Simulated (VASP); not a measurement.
# Y (Fm-3m) in VASP: further runs

Y is run at these levels: r2SCAN; tasks: single point.

Program: VASP 6.6.1. These are calculated values, not measurements. Logs are shortened: lines on timing, memory, paths and dates and some standing lists are left out, and cuts for length are marked.

### Step 1. The cell of the first run

It takes space group Fm-3m (No. 225, cubic). Conventional cell: a = 5.240 Å, b = 5.240 Å, c = 5.240 Å, α = 90.00°, β = 90.00°, γ = 90.00°. Within 4.9 Å of Y (site symmetry m-3m) lie 12 Y at 3.71 Å.

### Step 2. Single point, r2SCAN (volume scaled by 1.08)

Contents of POSCAR:

```
Y
1.0
    0.0000000000      2.6202345708      2.6202345708
    2.6202345708      0.0000000000      2.6202345708
    2.6202345708      2.6202345708      0.0000000000
Y
1
Direct
    0.0000000000      0.0000000000      0.0000000000
```

Contents of INCAR.step1:

```
SYSTEM = Y
PREC = Accurate ; ENCUT = 520
ISMEAR = -1 ; SIGMA = 0.1
LREAL = .False. ; LASPH = .True.
NELM = 60 ; NBANDS = 12
GGA = PE ; ALGO = Normal
EDIFF = 1E-4 ; LWAVE = .True.
LCHARG = .False.
```

Contents of INCAR.step2:

```
SYSTEM = Y
PREC = Accurate ; ENCUT = 520
EDIFF = 1E-6 ; ISMEAR = -1
SIGMA = 0.1 ; LREAL = .False.
LASPH = .True. ; NELM = 60
ALGO = Normal ; ISIF = 2
LWAVE = .False. ; LCHARG = .False.
METAGGA = R2SCAN ; LMIXTAU = .True.
NBANDS = 12 ; ISTART = 1
```

Contents of KPOINTS:

```
regular mesh
0
Gamma
  12 12 12
  0 0 0
```

Potentials or basis: VASP PAW PBE potentials, release 64 (Y_sv).

The run is started by

```bash
$ cat potpaw_PBE.64/Y_sv/POTCAR > POTCAR
$ cp INCAR.step1 INCAR
$ mpirun -np 1 vasp_std > vasp.out
$ cp INCAR.step2 INCAR
$ mpirun -np 1 vasp_std > vasp.out
```

OUTCAR:

```text
SYSTEM = Y
   PREC = Accurate
   ENCUT = 520
   EDIFF = 1E-6
   ISMEAR = -1
   LREAL = .False.
   LASPH = .True.
   NELM = 60
   ISIF = 2
   METAGGA = R2SCAN
   ISTART = 1

 ion  position               nearest neighbor table
   1  0.000  0.000  0.000-

  LATTYP: Found a face centered cubic cell.
 ALAT       =     5.2404691416

  Lattice vectors:

 A1 = (   0.0000000000,   2.6202345708,   2.6202345708)
 A2 = (   2.6202345708,   0.0000000000,   2.6202345708)
 A3 = (   2.6202345708,   2.6202345708,   0.0000000000)

Analysis of symmetry for initial positions (statically):
=====================================================================
 Subroutine PRICEL returns:
 Original cell was already a primitive cell.

 Routine SETGRP: Setting up the symmetry group for a
 face centered cubic supercell.

 Subroutine GETGRP returns: Found 48 space group operations
 (whereof 48 operations were pure point group operations)
 out of a pool of 48 trial point group operations.

The static configuration has the point symmetry O_h .

Analysis of symmetry for dynamics (positions and initial velocities):
=====================================================================
 Subroutine PRICEL returns:
 Original cell was already a primitive cell.

 Routine SETGRP: Setting up the symmetry group for a
 face centered cubic supercell.

 Subroutine GETGRP returns: Found 48 space group operations
 (whereof 48 operations were pure point group operations)
 out of a pool of 48 trial point group operations.

The dynamic configuration has the point symmetry O_h .

 Subroutine INISYM returns: Found 48 space group operations
 (whereof 48 operations are pure point group operations),
 and found     1 'primitive' translations

----------------------------------------------------------------------------------------

                                     Primitive cell

  volume of cell :      35.9791

  direct lattice vectors                    reciprocal lattice vectors
     0.000000000  2.620234571  2.620234571    -0.190822610  0.190822610  0.190822610
     2.620234571  0.000000000  2.620234571     0.190822610 -0.190822610  0.190822610
     2.620234571  2.620234571  0.000000000     0.190822610  0.190822610 -0.190822610

  length of vectors
     3.705571267  3.705571267  3.705571267     0.330514456  0.330514456  0.330514456

  position of ions in fractional coordinates (direct lattice)
     0.000000000  0.000000000  0.000000000

  ion indices of the primitive-cell ions
   primitive index   ion index
                 1           1

----------------------------------------------------------------------------------------

 KPOINTS: regular mesh

Automatic generation of k-mesh.
 Grid dimensions read from file:
 generate k-points for:   12   12   12

 Generating k-lattice:

  Cartesian coordinates                     Fractional coordinates (reciprocal lattice)
    -0.015901884  0.015901884  0.015901884     0.083333333  0.000000000  0.000000000
     0.015901884 -0.015901884  0.015901884     0.000000000  0.083333333  0.000000000
     0.015901884  0.015901884 -0.015901884     0.000000000  0.000000000  0.083333333

  Length of vectors
     0.027542871  0.027542871  0.027542871

  Shift w.r.t. Gamma in fractional coordinates (k-lattice)
     0.000000000  0.000000000  0.000000000

 Subroutine IBZKPT returns following result:
 ===========================================

 Found     72 irreducible k-points:

 Following reciprocal coordinates:
            Coordinates               Weight
  0.000000  0.000000  0.000000      1.000000
  0.083333  0.000000  0.000000      8.000000
  0.166667  0.000000  0.000000      8.000000
  0.250000  0.000000  0.000000      8.000000
  0.333333  0.000000  0.000000      8.000000
  0.416667  0.000000  0.000000      8.000000
[... 16 lines left out ...]
  0.500000  0.166667  0.000000     24.000000
 -0.416667  0.166667  0.000000     24.000000
 [... further k-points ...]
   k-points           NKPTS =     72   k-points in BZ     NKDIM =     72   number of bands    NBANDS=     12
   number of dos      NEDOS =    301   number of ions     NIONS =      1
   total plane-waves  NPLWV =  21952
   dimension x,y,z NGX =    28 NGY =   28 NGZ =   28
   dimension x,y,z NGXF=    56 NGYF=   56 NGZF=   56
   ions per type =               1
   NGX,Y,Z   is equivalent  to a cutoff of  12.56, 12.56, 12.56 a.u.
   NGXF,Y,Z  is equivalent  to a cutoff of  25.12, 25.12, 25.12 a.u.
 SYSTEM =  Y
   PREC   = accura    normal or accurate (medium, high low for compatibility)
   ISTART =      1    job   : 0-new  1-cont  2-samecut
   ICHARG =      0    charge: 1-file 2-atom 10-const
   ISPIN  =      1    spin polarized calculation?
   LNONCOLLINEAR =      F non collinear calculations
   LSORBIT =      F    spin-orbit coupling
   LASPH  =      T    aspherical Exc in radial PAW
   ENCUT  =  520.0 eV  38.22 Ry    6.18 a.u.   6.89  6.89  6.89*2*pi/ulx,y,z
   NELM   =     60;   NELMIN=  2; NELMDL=  0     # of ELM steps
   EDIFF  = 0.1E-05   stopping-criterion for ELM
   LREAL  =      F    real-space projection
   EDIFFG = 0.1E-04   stopping-criterion for IOM
   NSW    =      0    number of steps for IOM
   IBRION =     -1    ionic relax: 0-MD 1-quasi-New 2-CG
   NFREE  =      0    steps in history (QN), initial steepest desc. (CG)
   ISIF   =      2    stress and relaxation
   ISYM   =      2    0-nonsym 1-usesym 2-fastsym
   POTIM  = 0.5000    time-step for ionic-motion
   TEBEG  =    0.0;   TEEND  =   0.0 temperature during run
   PSTRESS=    0.0 pullay stress
   NELECT =      11.0000    total number of electrons
   NUPDOWN=      -1.0000    fix difference up-down
   EMIN   =  10.00;   EMAX   =-10.00  energy-range for DOS
   EFERMI =   0.00;   METHOD = LEGACY
   ISMEAR =    -1;   SIGMA  =   0.10  broadening in eV -4-tet -1-fermi 0-gaus
   EFERMI_NEDOS =   21; number of points for ismear=-14 and -15
   IALGO  =     38    algorithm
   IMIX   =      4    mixing-type and parameters
     AMIX     =   0.40;   BMIX     =  1.00
     AMIX_MAG =   1.60;   BMIX_MAG =  1.00
  volume/ion in A,a.u.               =      35.98       242.80
  Fermi-wavevector in a.u.,A,eV,Ry     =   1.102865  2.084112 16.548909  1.216310
  Thomas-Fermi vector in A             =   2.239314
   LORBIT       =      0    0 simple, 1 ext, 2 COOP (PROOUT), +10 PAW based schemes
   METAGGA = R2SCAN    functional components
   LHFCALC =     F    Hartree Fock is set to
   AEXX    =    0.0000 exact exchange contribution
   IVDW    =     0    specifies the selected vdW correction
   LEPSILON=     F    determine dielectric tensor
   LRPA    =     F    only Hartree local field effects (RPA)
 non-spin polarized calculation
  energy-cutoff  :      520.00
  volume of cell :       35.98
 maximum number of plane-waves:       982
   NGX = 13   NGY = 13   NGZ = 13

 number of electron      11.0000000 magnetization

 Free energy of the ion-electron system (eV)
  ---------------------------------------------------
  ext. energy  EPLUGINS =         0.00000000
  ---------------------------------------------------
  free energy    TOTEN  =       -20.22998962 eV

  energy without entropy =      -20.16777209  energy(sigma->0) =      -20.19888085

 E-fermi :   2.6550     XC(G=0):  -9.7079

 val. band max:        2.5960337821   @ k =  -0.4167   0.1667   0.0833
 cond. band min:       2.6603288644   @ k =  -0.2500   0.4167   0.1667
 fundamental gap:      0.0642950823
 Fermi energy:         2.6549555557

 k-point     1 :       0.0000    0.0000    0.0000
  band No.  band energies     occupation
      1     -41.8020      2.00000
      2     -20.8907      2.00000
      3     -20.8907      2.00000
      4     -20.8907      2.00000
      5      -2.1884      2.00000
      6       4.5866      0.00000
      7       4.5866      0.00000
      8       4.5866      0.00000
      9       6.4858      0.00000
     10       6.4858      0.00000
     11      11.7147      0.00000
     12      14.9228      0.00000

 k-point     2 :       0.0833    0.0000    0.0000
  band No.  band energies     occupation
      1     -41.7989      2.00000
      2     -20.9203      2.00000
      3     -20.8945      2.00000
      4     -20.8945      2.00000
      5      -2.0270      2.00000
      6       4.3925      0.00000
      7       4.6608      0.00000
      8       4.6608      0.00000
      9       6.4042      0.00000
     10       6.4042      0.00000
     11      12.0858      0.00000
     12      14.1551      0.00000

 k-point     3 :       0.1667    0.0000    0.0000
  band No.  band energies     occupation
      1     -41.7906      2.00000
      2     -21.0003      2.00000
      3     -20.9048      2.00000
      4     -20.9048      2.00000
      5      -1.5656      2.00000
      6       3.9387      0.00001
      7       4.8095      0.00000
      8       4.8095      0.00000
      9       6.2902      0.00000
     10       6.2902      0.00000
     11      12.6679      0.00000
     12      13.2707      0.00000
[... 286 lines left out ...]
 k-point    23 :       0.5000    0.1667    0.0000
  band No.  band energies     occupation
      1     -41.7525      2.00000
      2     -21.2719      2.00000
      3     -21.0100      2.00000
      4     -20.9707      2.00000
      5       1.1741      2.00000
      6       2.5434      1.50650
      7       3.8624      0.00001
      8       4.9653      0.00000
      9       7.8207      0.00000
     10       7.8270      0.00000
     11       9.7975      0.00000
     12      12.7908      0.00000

 k-point    24 :      -0.4167    0.1667    0.0000
  band No.  band energies     occupation
      1     -41.7518      2.00000
      2     -21.2756      2.00000
      3     -21.0239      2.00000
      4     -20.9621      2.00000
      5       1.2874      2.00000
      6       2.5681      1.40877
      7       3.8208      0.00002
      8       4.9035      0.00000
      9       7.4186      0.00000
     10       8.2724      0.00000
     11       9.7646      0.00000
     12      12.7637      0.00000

 [... further k-points ...]

------------------------ aborting loop because EDIFF is reached ----------------------------------------

  FORCE on cell =-STRESS in cart. coord.  units (eV):
  Direction    XX          YY          ZZ          XY          YZ          ZX
  --------------------------------------------------------------------------------------
  -------------------------------------------------------------------------------------
  Total       -0.5325791     -0.5325791     -0.5325791     -0.0000000      0.0000000      0.0000000
  in kB      -23.7161486    -23.7161486    -23.7161486     -0.0000000      0.0000000      0.0000000
  external PRESSURE =     -23.7161486 kB  Pullay stress =       0.0000000 kB

 VOLUME and BASIS-vectors are now :
 -----------------------------------------------------------------------------
  energy-cutoff  :      520.00
  volume of cell :       35.98
      direct lattice vectors                 reciprocal lattice vectors
     0.000000000  2.620234571  2.620234571    -0.190822610  0.190822610  0.190822610
     2.620234571  0.000000000  2.620234571     0.190822610 -0.190822610  0.190822610
     2.620234571  2.620234571  0.000000000     0.190822610  0.190822610 -0.190822610

 POSITION                                       TOTAL-FORCE (eV/Angst)
 -----------------------------------------------------------------------------------
      0.00000      0.00000      0.00000        -0.000000      0.000000     -0.000000
 -----------------------------------------------------------------------------------
    total drift:                               -0.000000     -0.000000     -0.000000

  FREE ENERGIE OF THE ION-ELECTRON SYSTEM (eV)
  ---------------------------------------------------
  free  energy   TOTEN  =       -20.2299896226 eV

  energy  without entropy=      -20.1677720868  energy(sigma->0) =      -20.19888085
```

It took 86 s on 1 thread of Intel Xeon Platinum 8375C at 2.90GHz (Ice Lake), shared host; peak memory 0.2 GiB.

Results:

```
Free energy : -20.2300 eV
Pressure    : -2.4 GPa
```

Caveat: the PAW data sets were made with another functional, which shifts forces and pressure a little.

### Step 3. Single point, r2SCAN (volume scaled by 1.12)

Contents of POSCAR:

```
Y
1.0
    0.0000000000      2.6521918005      2.6521918005
    2.6521918005      0.0000000000      2.6521918005
    2.6521918005      2.6521918005      0.0000000000
Y
1
Direct
    0.0000000000      0.0000000000      0.0000000000
```

Contents of INCAR.step1:

```
SYSTEM = Y
PREC = Accurate ; ENCUT = 520
ISMEAR = -1 ; SIGMA = 0.1
LREAL = .FALSE. ; LASPH = .TRUE.
NELM = 80 ; NBANDS = 12
GGA = PE ; ALGO = Normal
EDIFF = 1E-4 ; LWAVE = .TRUE.
LCHARG = .FALSE.
```

Contents of INCAR.step2:

```
SYSTEM = Y
PREC = Accurate ; ENCUT = 520
EDIFF = 1E-7 ; ISMEAR = -1
SIGMA = 0.1 ; LREAL = .FALSE.
LASPH = .TRUE. ; NELM = 80
ALGO = Normal ; ISIF = 2
LWAVE = .FALSE. ; LCHARG = .TRUE.
METAGGA = R2SCAN ; LMIXTAU = .TRUE.
LELF = .TRUE. ; LVHAR = .TRUE.
NBANDS = 12 ; ISTART = 1
```

Contents of KPOINTS:

```
Automatic mesh
0
G
  12 12 12
  0 0 0
```

Potentials or basis: VASP PAW PBE potentials, release 64 (Y_sv).

The run is started by

```bash
$ cat potpaw_PBE.64/Y_sv/POTCAR > POTCAR
$ cp INCAR.step1 INCAR
$ mpirun -np 1 vasp_std > vasp.out
$ cp INCAR.step2 INCAR
$ mpirun -np 1 vasp_std > vasp.out
```

It took 2 min on 1 thread of Intel Xeon Platinum 8375C at 2.90GHz (Ice Lake), shared host; peak memory 0.2 GiB.

Results (log left out):

```yaml
Free_energy: -20.2057 eV
Pressure: -3.4 GPa
```

Levels at points of the mesh, in eV from the Fermi level:
```tsv
k point	band 2	band 3	band 4	band 5	band 6	band 7	band 8	band 9
(0.00, 0.00, 0.00)	-23.67	-23.67	-23.67	-4.78	1.89	1.89	1.89	3.70
(0.50, 0.00, 0.00)	-24.04	-23.72	-23.72	-1.84	0.12	1.75	1.75	4.93
(0.50, 0.50, 0.00)	-24.02	-23.80	-23.80	-1.49	-0.60	1.49	4.95	5.26
```

Caveat: the PAW data sets were made with another functional, which shifts forces and pressure a little.
